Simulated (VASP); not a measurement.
The system is C.

```
CELL_PARAMETERS angstrom
2.12732 -1.22828 0.00000
2.12732 1.22828 0.00000
-1.37907 0.00000 3.50283
ATOMIC_POSITIONS crystal
C 0.83336 0.83336 0.00009
C 0.16664 0.16664 0.99991
```

| Property | Result |
| --- | --- |
| Program | VASP 6.6.1 |
| Task | relaxation of cell and atoms |
| Functional | PBE |
| Dispersion | D3(BJ) |
| Potentials or basis | VASP PAW PBE potentials, release 64 (C) |
| Cutoff | 600 eV |
| k mesh | 10 × 10 × 6 |
| Occupations | fermi-dirac, width 0.02 eV |
| Spin | no spin polarisation |

At the start: pressure 2.7 GPa; volume 9.15 Å³/atom.

Question: Where does the relaxation end?

Answer: Over 17 steps the energy falls by 2.5 meV/atom and the volume is 8.84 Å³/atom (-3.4 %); space group R-3m (No. 166, to 0.1 Å) before and after.

The path:
```
step  energy change (eV)  largest force (eV/Å)  pressure (GPa)  volume (Å³)
   1              0.0000                0.0056            2.67        18.31
   2              0.0091                0.0089           -7.52        18.71
   3             -0.0020                0.0025           -0.51        18.43
   4             -0.0020                0.0025           -0.44        18.42
   5             -0.0024                0.0038           -0.36        18.37
   6             -0.0033                0.0205           -0.34        18.22
   7             -0.0046                0.0542           -0.15        17.92
   8             -0.0038                0.1214            0.36        17.31
   9             -0.0049                0.0742           -0.04        17.73
  10             -0.0048                0.1337            0.00        17.67
  11             -0.0050                0.0438           -0.05        17.70
  12             -0.0050                0.0065            0.01        17.68
  13             -0.0050                0.0012            0.04        17.68
  14             -0.0050                0.0064            0.03        17.69
  15             -0.0050                0.0108           -0.03        17.69
  16             -0.0050                0.0052           -0.03        17.69
  17             -0.0050                0.0032           -0.01        17.69
```

Final structure:
```yaml
crystal:
  lattice:
    - [2.13473, -1.23254, -0.00244]
    - [2.13473, 1.23254, -0.00244]
    - [-1.38787, 0.00000, 3.36284]
  atoms:
    - { symbol: C, position: [0.83335, 0.83335, 0.00007] }
    - { symbol: C, position: [0.16665, 0.16665, 0.99993] }
```
